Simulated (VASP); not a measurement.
Wanted: the native input for a VASP 6.6.1 run.

```
Task                   : single point
Functional             : PBE
Potentials or basis    : VASP PAW PBE potentials, release 64 (Ga_d, N)
Cutoff                 : 520 eV
k mesh                 : 12 × 12 × 6
Occupations            : gaussian, width 0.05 eV
Spin                   : no spin polarisation
Dipole correction      : no
Further INCAR settings : ALGO = Normal; EDIFF = 1e-07; NBANDS = 26
```

The structure of GaN lies in POSCAR:

```
GaN
1.0
    3.2235667135      0.0000000000      0.0000000000
   -1.6117833568      2.7916906647      0.0000000000
    0.0000000000      0.0000000000      5.0273048815
Ga N
2 2
Direct
    0.3333333333      0.6666666667      0.0000000000
    0.6666666667      0.3333333333      0.5000000000
    0.3333333333      0.6666666667      0.3750000000
    0.6666666667      0.3333333333      0.8750000000
```

This cell differs from its parent crystal: ratio of the length along z to the lengths across it x 0.96, volume and fractional coordinates fixed.

The input as run:

INCAR

```
SYSTEM = GaN
PREC = Accurate
ENCUT = 520
EDIFF = 1E-7
ISMEAR = 0
SIGMA = 0.05
LREAL = .FALSE.
LASPH = .TRUE.
NELM = 60
ALGO = Normal
ISIF = 2
LWAVE = .FALSE.
LCHARG = .FALSE.
GGA = PE
NBANDS = 26
```

KPOINTS

```
Automatic mesh
0
G
  12 12 6
  0 0 0
```

Potentials or basis: VASP PAW PBE potentials, release 64 (Ga_d, N).

Launch:

```sh
$ cat potpaw_PBE.64/Ga_d/POTCAR potpaw_PBE.64/N/POTCAR > POTCAR
$ mpirun -np 1 vasp_std > vasp.out
```

It gave:

```json
{"Pressure": "8.0 GPa", "Largest force": "0.695 eV/Å", "Band gap on the k mesh": "1.99 eV, direct"}
```

Wall time 29 s on 1 thread of Intel(R) Xeon(R) 6975P-C (Granite Rapids), with other jobs on the host, peak memory 0.2 GiB.
